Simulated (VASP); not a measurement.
Here is a VASP 6.6.1 calculation.

INCAR

```
SYSTEM = MgO
PREC = Accurate
ENCUT = 520
EDIFF = 1E-6
ISMEAR = 0
SIGMA = 0.05
LREAL = .FALSE.
LASPH = .TRUE.
NELM = 60
ALGO = Normal
ISIF = 2
LWAVE = .FALSE.
LCHARG = .TRUE.
GGA = PE
LELF = .TRUE.
LVHAR = .TRUE.
NBANDS = 11
```

KPOINTS

```
Automatic mesh
0
G
  10 10 10
  0 0 0
```

File POSCAR:

```
MgO
1.0
    0.0000000000      2.2332690507      2.1269229054
    2.2332690507      0.0000000000      2.1269229054
    2.2332690507      2.2332690507      0.0000000000
Mg O
1 1
Direct
    0.0000000000      0.0000000000      0.0000000000
    0.5000000000      0.5000000000      0.5000000000
```

Potentials or basis: VASP PAW PBE potentials, release 64 (Mg, O).

Command:

```bash
$ cat potpaw_PBE.64/Mg/POTCAR potpaw_PBE.64/O/POTCAR > POTCAR
$ mpirun -np 1 vasp_std > vasp.out
```

Q: Estimate the pressure.

A: -12.1 GPa.

Q: What does it give for the band gap on the k mesh?

A: 3.54 eV, direct.

Stress tensor (GPa, compression positive):
```
-13.71   0.00   0.00
  0.00 -13.71   0.00
  0.00   0.00  -8.81
```

Caveat: the cell differs from its parent crystal (strain +0.050 along x and y, +0.000 along z).
